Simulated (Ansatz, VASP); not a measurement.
# One calculation of Ta, two programs

INCAR

```
PREC = Accurate
ENCUT = 520
EDIFF = 1E-7
ISMEAR = 0
SIGMA = 0.15
LREAL = False
LASPH = True
NELM = 100
ALGO = Fast
ISIF = 2
LWAVE = False
LCHARG = False
GGA = PS
NBANDS = 12
```

Contents of KPOINTS:

```
Automatic mesh
0
Gamma
  20 20 20
```

File POSCAR:

```
Ta
1.0
   -1.5687160000      1.5687160000      1.6925620000
    1.5687160000     -1.5687160000      1.6925620000
    1.5687160000      1.5687160000     -1.6925620000
Ta
1
Direct
    0.0000000000      0.0000000000      0.0000000000
```

Input for Ansatz:

```yaml
crystal:
  lattice:
    - [-1.568716, 1.568716, 1.692562]
    - [1.568716, -1.568716, 1.692562]
    - [1.568716, 1.568716, -1.692562]
  atoms:
    - { symbol: Ta, position: [0.0, 0.0, 0.0] }
basis:
  ecutwfc: 420
kpoints:
  mp_grid: { grid: [20, 20, 20] }
hamiltonian:
  xc: pbesol
scf:
  occupations: { method: gaussian, width: 0.15 }
output:
  forces: true
  stress: true
  eigenvalues: true
```

Change from the starting cell: strain -0.050 along x and y, +0.025 along z, atoms carried along.

Alike in both runs: task single point; functional PBEsol; k mesh 20 × 20 × 20; occupations gaussian, width 0.15 eV; no spin polarisation.

```csv
,VASP,Ansatz
version,VASP 6.6.1,Ansatz 0.2.0
potentials or method,"VASP PAW PBE potentials, release 64 (Ta_pv), cutoff 520 eV","scalar-relativistic, plane waves, PAW"
valence electrons in the cell,11,13
```

```tsv
	VASP	Ansatz	Ansatz less VASP
gap on the k mesh at the Fermi level (eV)	none	none	-
pressure (GPa)	14.6	14.2	-0.38
traceless stress, the component that is largest in VASP (GPa)	-6.68	-6.69	-0.014
```

VASP's potentials were made for PBE, not for PBEsol. A gap of «none» marks a metal or a gap that the smearing closes. The functional is the same, so the differences come from potentials, cutoffs and numerics. VASP's potentials hold 11 valence electrons a cell and Ansatz's 13, so a difference there can come from the potentials and not from the codes.

Neither program's run includes spin-orbit coupling.
